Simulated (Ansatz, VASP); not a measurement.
## Two plane-wave programs on ZnO

Contents of INCAR:

```
SYSTEM = ZnO
PREC = Accurate ; ENCUT = 520
EDIFF = 1E-6 ; ISMEAR = 0
SIGMA = 0.05 ; LREAL = .False.
LASPH = .True. ; NELM = 80
ALGO = Normal ; ISIF = 2
LWAVE = .False. ; LCHARG = .True.
GGA = PE ; LELF = .True.
LVHAR = .True. ; NBANDS = 26
```

The input KPOINTS:

```
regular mesh
0
Gamma
  12 12 6
  0 0 0
```

The input POSCAR:

```
ZnO
1.0
    3.2939165671      0.0000000000      0.0000000000
   -1.6469582835      2.8526154251      0.0000000000
    0.0000000000      0.0000000000      5.0640900391
Zn O
2 2
Direct
    0.3333333333      0.6666666667      0.0000000000
    0.6666666667      0.3333333333      0.5000000000
    0.3333333333      0.6666666667      0.3821000000
    0.6666666667      0.3333333333      0.8821000000
```

Input for Ansatz:

```yaml
crystal:
  lattice:
    - [3.2939165671, 0.0, 0.0]
    - [-1.6469582835, 2.8526154251, 0.0]
    - [0.0, 0.0, 5.0640900391]
  atoms:
    - { symbol: Zn, position: [0.3333333333, 0.6666666667, 0.0] }
    - { symbol: Zn, position: [0.6666666667, 0.3333333333, 0.5] }
    - { symbol: O, position: [0.3333333333, 0.6666666667, 0.3821] }
    - { symbol: O, position: [0.6666666667, 0.3333333333, 0.8821] }
basis:
  ecutwfc: 420
kpoints:
  mp_grid: { grid: [12, 12, 6] }
hamiltonian:
  xc: pbe
scf:
  occupations: { method: gaussian, width: 0.05 }
output:
  forces: true
  stress: true
  eigenvalues: true
```

Alike in both runs: task single point; functional PBE; k mesh 12 × 12 × 6; occupations gaussian, width 0.05 eV; no spin polarisation.

|  | VASP | Ansatz |
| --- | --- | --- |
| version | VASP 6.6.1 | Ansatz 0.2.0 |
| potentials or method | VASP PAW PBE potentials, release 64 (Zn, O), cutoff 520 eV | scalar-relativistic, plane waves, PAW |
| valence electrons in the cell | 36 | 36 |

```csv
,VASP,Ansatz,Ansatz less VASP
gap on the k mesh at the Fermi level (eV),0.83,0.85,+0.016
least direct gap on the mesh (eV),0.83,0.85,+0.016
pressure (GPa),6.3,5.2,-1.10
"traceless stress, the component that is largest in VASP (GPa)",6.79,6.55,-0.242
rms of the force components (eV/Å),0.238,0.222,-0.0162
```

Atom by atom the forces differ by 0.016 eV/Å (rms over components).
